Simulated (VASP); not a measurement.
Runs of VASP 6.6.1 on KCl (Sylvite). The structure is that of space group Fm-3m (No. 225), or close to it. The cells are those of the table. 

| task | cell | k mesh | smearing | gap on the mesh (eV) | pressure (GPa) |
| --- | --- | --- | --- | --- | --- |
| single point | a = 4.165 Å, angles 60.0°, 2 atoms | 8 × 8 × 8 | gaussian 0.01 eV | 5.73 | 5.1 |
| single point | a = 4.165 Å, angles 60.0°, 2 atoms | 6 × 6 × 6 | gaussian 0.01 eV | 5.73 | 5.1 |
| single point | a = 4.414 Å, angles 60.0°, 2 atoms | 6 × 6 × 6 | gaussian 0.02 eV | (a) | 0.0 |
| relaxation of cell and atoms | relaxed to 5 GPa from a = 4.165 Å, angles 60.0°, 2 atoms | 8 × 8 × 8 | gaussian 0.01 eV | 5.72 | 5.0 |
| relaxation of cell and atoms | relaxed from a = 4.450 Å, angles 60.0°, 2 atoms | 6 × 6 × 6 | gaussian 0.02 eV | 5.09 | 0.0 |

Alike in all rows: level PBEsol; potentials or basis VASP PAW PBE potentials, release 64 (K_sv, Cl); no spin polarisation; cutoff (eV) 500.

Task: Estimate the missing entries.

Result: (a) 5.10.

Caveats: the PAW data sets were made with another functional, which shifts forces and pressure a little; the cell is relaxed towards a set pressure, so the enthalpy falls and the energy may rise (some runs).

A k mesh can miss the band edges.
